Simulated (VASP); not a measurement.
Write the native input for VASP 6.6.1 that does the following.

```yaml
Task: relaxation of cell and atoms
Functional: PBEsol
Potentials_or_basis: VASP PAW PBE potentials, release 64 (C, W_sv)
Cutoff: 600 eV
k_mesh: 10 × 10 × 10
Occupations: gaussian, width 0.1 eV
Spin: no spin polarisation
Dipole_correction: no
Further_INCAR_settings: ALGO = Normal; EDIFF = 1e-06; IBRION = 2; EDIFFG = -0.05; NSW = 80; ISIF = 3
```

The structure of WC2 lies in POSCAR:

```
WC2
1.0
   -1.4170614643      1.4170614643      3.4743379546
    1.4170614643     -1.4170614643      3.4743379546
    1.4170614643      1.4170614643     -3.4743379546
C W
2 1
Direct
    0.3350596647      0.3350596647      0.0000000000
    0.6649403353      0.6649403353      0.0000000000
    0.0000000000      0.0000000000      0.0000000000
```

These files were run (other wordings do the same):

INCAR

```
PREC = Accurate ; ENCUT = 600
EDIFF = 1E-6 ; ISMEAR = 0
SIGMA = 0.1 ; LREAL = F
LASPH = T ; NELM = 100
ALGO = Normal ; ISIF = 3
LWAVE = F ; LCHARG = F
GGA = PS ; IBRION = 2
NSW = 80 ; EDIFFG = -0.05
```

KPOINTS

```
regular mesh
0
Gamma
  10 10 10
```

Potentials or basis: VASP PAW PBE potentials, release 64 (C, W_sv).

Command:

```console
$ cat potpaw_PBE.64/C/POTCAR potpaw_PBE.64/W_sv/POTCAR > POTCAR
$ mpirun -np 1 vasp_std > vasp.out
```

It gave:

```yaml
Relaxed_volume: 9.05 Å³/atom
Relaxed_cell: a = 3.658 Å, b = 3.658 Å, c = 3.658 Å, α = 131.16°, β = 131.16°, γ = 71.56°
Space_group_after_relaxing_to_0.05_Å: I4/mmm (No. 139)
Energy_gained_by_relaxing: 187.5 meV/atom
Ionic_steps: 36
Pressure_after_relaxing: -0.4 GPa
Largest_force_after_relaxing: 0.042 eV/Å
Band_gap_on_the_k_mesh: zero (band 11 reaches 12.05 eV, above the bottom of band 12 at 8.42 eV)
```

Caveat: the PAW data sets were made with another functional, which shifts forces and pressure a little; spin-orbit coupling is left out, which moves the levels of the heavy elements; the relaxation stopped at a loose force limit of 0.05 eV/Å, so its end isn't a converged minimum.

It took 6.2 min on 1 thread of Intel(R) Xeon(R) 6975P-C (Granite Rapids), on a shared host, peak memory 0.22 GiB.
